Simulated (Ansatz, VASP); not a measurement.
Two plane-wave programs on Ru

The input INCAR:

```
SYSTEM = Ru
PREC = Accurate ; ENCUT = 520
EDIFF = 1E-7 ; ISMEAR = 1
SIGMA = 0.03 ; LREAL = .FALSE.
LASPH = .TRUE. ; NELM = 100
ALGO = Normal ; ISIF = 2
LWAVE = .FALSE. ; LCHARG = .FALSE.
GGA = CA ; NBANDS = 21
```

File KPOINTS:

```
regular mesh
0
G
  13 13 8
  0 0 0
```

Contents of POSCAR:

```
Ru
1.0
    2.6775346364      0.0000000000      0.0000000000
   -1.3387673182      2.3188130146      0.0000000000
    0.0000000000      0.0000000000      4.2181251212
Ru
2
Direct
    0.3333333333      0.6666666667      0.2500000000
    0.6666666667      0.3333333333      0.7500000000
```

Input for Ansatz:

```yaml
crystal:
  lattice:
    - [2.6775346364, 0.0, 0.0]
    - [-1.3387673182, 2.3188130146, 0.0]
    - [0.0, 0.0, 4.2181251212]
  atoms:
    - { symbol: Ru, position: [0.3333333333, 0.6666666667, 0.25] }
    - { symbol: Ru, position: [0.6666666667, 0.3333333333, 0.75] }
hamiltonian:
  xc: lda
  pseudopotentials:
    kind: paw
    azcp:
      Ru: "pseudopotentials/Ru.paw.azcp"
basis:
  ecutwfc: 420
  fft_grid_basis: typed
kpoints:
  mp_grid: { grid: [13, 13, 8], shift: [0, 0, 0] }
magnetization:
  spin_polarized: false
scf:
  occupations: { method: cold, width: 0.03 }
  lower_state_search: "off"
output:
  stress: true
  write_density: true
  write_potential: true
  elf: true
  volumetric_format: npy
```

Alike in both runs: task single point; functional LDA; k mesh 13 × 13 × 8; no spin polarisation.

|  | VASP | Ansatz |
| --- | --- | --- |
| version | VASP 6.6.1 | Ansatz 0.2.0 |
| potentials or method | VASP PAW LDA potentials, release 64 (Ru_pv), cutoff 520 eV | plane waves (420 eV) with PAW, scalar-relativistic |
| occupations | methfessel-paxton of order 1, width 0.03 eV | cold, width 0.03 eV |
| valence electrons in the cell | 28 | 32 |

|  | VASP | Ansatz | Ansatz less VASP |
| --- | --- | --- | --- |
| pressure (GPa) | 0.8 | -0.2 | -1.01 |
| traceless stress, the component that is largest in VASP (GPa) | -0.39 | -0.42 | -0.039 |

Ansatz warns that its potentials were made for another functional, while VASP's fit it. LDA's correlation is that of Perdew and Zunger in VASP and of Perdew and Wang (1992) in Ansatz. VASP's potentials hold 28 valence electrons a cell and Ansatz's 32, so a difference there can come from the potentials and not from the codes.
